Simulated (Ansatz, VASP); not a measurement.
**Two plane-wave programs on LiF**

File INCAR:

```
PREC = Accurate ; ENCUT = 520
EDIFF = 1E-6 ; ISMEAR = 0
SIGMA = 0.05 ; LREAL = F
LASPH = T ; NELM = 60
ALGO = Normal ; ISIF = 2
LWAVE = F ; LCHARG = T
GGA = PE ; LELF = T
LVHAR = T ; NBANDS = 12
```

The input KPOINTS:

```
Automatic mesh
0
Gamma
  10 10 10
```

File POSCAR:

```
LiF
1.0
    2.5595330000      0.0000000000      0.0000000000
    0.0000000000      2.5595330000      0.0000000000
    0.0000000000      0.0000000000      2.4571516800
Li F
1 1
Direct
    0.0000000000      0.0000000000      0.0000000000
    0.5000000000      0.5000000000      0.5000000000
```

Input for Ansatz:

```yaml
crystal:
  lattice:
    - [2.559533, 0.0, 0.0]
    - [0.0, 2.559533, 0.0]
    - [0.0, 0.0, 2.45715168]
  atoms:
    - { symbol: Li, position: [0.0, 0.0, 0.0] }
    - { symbol: F, position: [0.5, 0.5, 0.5] }
basis:
  ecutwfc: 420
kpoints:
  mp_grid: { grid: [10, 10, 10] }
hamiltonian:
  xc: pbe
scf:
  occupations: { method: gaussian, width: 0.05 }
output:
  forces: true
  stress: true
  eigenvalues: true
```

Change from the starting cell: strain +0.000 along x and y, -0.040 along z, atoms carried along.

Alike in both runs: task single point; functional PBE; k mesh 10 × 10 × 10; occupations gaussian, width 0.05 eV; no spin polarisation.

```csv
,VASP,Ansatz
version,VASP 6.6.1,Ansatz 0.2.0
potentials or method,"VASP PAW PBE potentials, release 64 (Li_sv, F), cutoff 520 eV","scalar-relativistic, plane waves, PAW"
valence electrons in the cell,10,10
```

```tsv
	VASP	Ansatz	Ansatz less VASP
gap on the k mesh at the Fermi level (eV)	7.63	7.62	-0.011
least direct gap on the mesh (eV)	8.23	8.22	-0.013
```

With one functional, cell and mesh, what is left measures potentials, basis and numerics.

Noted on VASP's run: the cutoff is short for stress, so the pressure is rough.
